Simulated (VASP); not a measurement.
Runs of VASP 6.6.1 on CsPbCl3. The structure is that of space group Pm-3m (No. 221), or close to it. The cells are those of the table. 

```tsv
task	level	potentials or basis	cell	cutoff (eV)	smearing	gap on the mesh (eV)	pressure (GPa)	relaxed volume (Å³/atom)
single point	PBE	VASP PAW PBE potentials, release 64 (Cs_sv, Pb_d, Cl)	a = 5.677 Å, 5 atoms	520	fermi-dirac 0.02 eV	2.10	(a)	-
single point	PBE	VASP PAW PBE potentials, release 64 (Cs_sv, Pb_d, Cl)	a = 5.741 Å, 5 atoms	520	fermi-dirac 0.02 eV	2.22	0.0	-
relaxation of cell and atoms	LDA	VASP PAW LDA potentials, release 64 (Cs_sv, Pb_d, Cl)	relaxed from a = 5.741 Å, 5 atoms	600	fermi-dirac 0.02 eV	(c)	0.0	33.86
single point	LDA	VASP PAW LDA potentials, release 64 (Cs_sv, Pb_d, Cl)	a = 5.677 Å, 5 atoms	520	gaussian 0.01 eV	(b)	-2.0	-
relaxation of cell and atoms	PBEsol	VASP PAW PBE potentials, release 64 (Cs_sv, Pb_d, Cl)	relaxed from a = 5.741 Å, 5 atoms	600	fermi-dirac 0.02 eV	1.85	0.0	35.63
single point	PBEsol	VASP PAW PBE potentials, release 64 (Cs_sv, Pb_d, Cl)	a = 5.625 Å, 5 atoms	520	fermi-dirac 0.02 eV	1.85	0.0	-
```

Alike in all rows: no spin polarisation; k mesh 4 × 4 × 4.

Problem. Fill in the values left out.

Solution. (a) 0.7; (b) 1.86; (c) 1.52.

Caveats: spin-orbit coupling is left out, which moves the levels of the heavy elements; the PAW data sets were made with another functional, which shifts forces and pressure a little (at least some runs).

A k mesh can miss the band edges, and the runs leave out spin-orbit coupling on Cs, Pb.
